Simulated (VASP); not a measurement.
GaP:

```
Ga P
1.0
     1.90335    1.09890    6.29953
    -1.90335    1.09890    6.29953
     0.00000   -2.19780    6.29953
Ga P
2 2
Direct
  0.56463 0.56463 0.56463
  0.43537 0.43537 0.43537
  0.94261 0.94261 0.94261
  0.05739 0.05739 0.05739
```

Base run:

* Program: VASP 6.6.1
* Functional: r2SCAN
* Potentials or basis: VASP PAW PBE potentials, release 64 (Ga_d, P)
* Cutoff: 520 eV
* k mesh: 8 × 8 × 8
* Occupations: fermi-dirac, width 0.05 eV
* Spin: no spin polarisation

Its results: band gap on the k mesh 1.07 eV, indirect (least direct gap 1.60 eV); pressure 2.6 GPa; largest force 0.156 eV/Å.

Q: The run is repeated on the same cell with these changes: functional from r2SCAN to PBEsol; further incar settings from ALGO = Normal; EDIFF = 1e-07; NBANDS = 26 to ALGO = Normal; EDIFF = 1e-06; NBANDS = 26. What comes out?

A: Band gap on the k mesh 0.73 eV, indirect (least direct gap 1.12 eV); pressure 1.9 GPa; largest force 0.266 eV/Å.

Caveats: the PAW data sets were made with another functional, which shifts forces and pressure a little.

A k mesh can miss the band edges.
